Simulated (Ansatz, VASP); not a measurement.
## AlN in VASP and in Ansatz

File INCAR:

```
PREC = Accurate
ENCUT = 520
EDIFF = 1E-6
ISMEAR = 0
SIGMA = 0.01
LREAL = F
LASPH = T
NELM = 100
ALGO = Normal
ISIF = 2
LWAVE = F
LCHARG = F
GGA = PE
NBANDS = 11
```

File KPOINTS:

```
regular mesh
0
Gamma
  6 6 6
```

POSCAR

```
AlN
1.0
    0.0042746002      2.2104423304      2.2104110660
    2.1607362567     -0.0143284261      2.2288359908
    2.1605175920      2.2288819871     -0.0143501255
Al N
1 1
Direct
   -0.0049098554     -0.0129334988     -0.0013257780
    0.7504525509      0.7305684459      0.7423051046
```

Input for Ansatz:

```yaml
crystal:
  lattice:
    - [0.004274600233923667, 2.2104423304285294, 2.210411065962276]
    - [2.160736256677986, -0.014328426109024949, 2.2288359907561404]
    - [2.1605175919980577, 2.2288819870579037, -0.014350125482334107]
  atoms:
    - { symbol: Al, position: [-0.004909855448276629, -0.012933498813956215, -0.0013257779644411413] }
    - { symbol: "N", position: [0.7504525508557586, 0.730568445879809, 0.7423051046194175] }
basis:
  ecutwfc: 450.0
kpoints:
  mp_grid:
    grid: [6, 6, 6]
hamiltonian:
  xc: pbe
scf:
  occupations:
    method: fixed
output:
  forces: true
  stress: true
```

Alike in both runs: task single point; functional PBE; k mesh 6 × 6 × 6; no spin polarisation.

```csv
,VASP,Ansatz
version,VASP 6.6.1,Ansatz 0.2.0
potentials or method,"VASP PAW PBE potentials, release 64 (Al, N), cutoff 520 eV","plane waves, PAW"
occupations,"gaussian, width 0.01 eV",fixed
valence electrons in the cell,8,8
```

|  | VASP | Ansatz | Ansatz less VASP |
| --- | --- | --- | --- |
| pressure (GPa) | -1.0 | -0.7 | +0.28 |
| traceless stress, the component that is largest in VASP (GPa) | 2.42 | 2.40 | -0.019 |
| rms of the force components (eV/Å) | 0.148 | 0.147 | -0.0003 |

Atom by atom the forces differ by 0.000 eV/Å (rms over components).
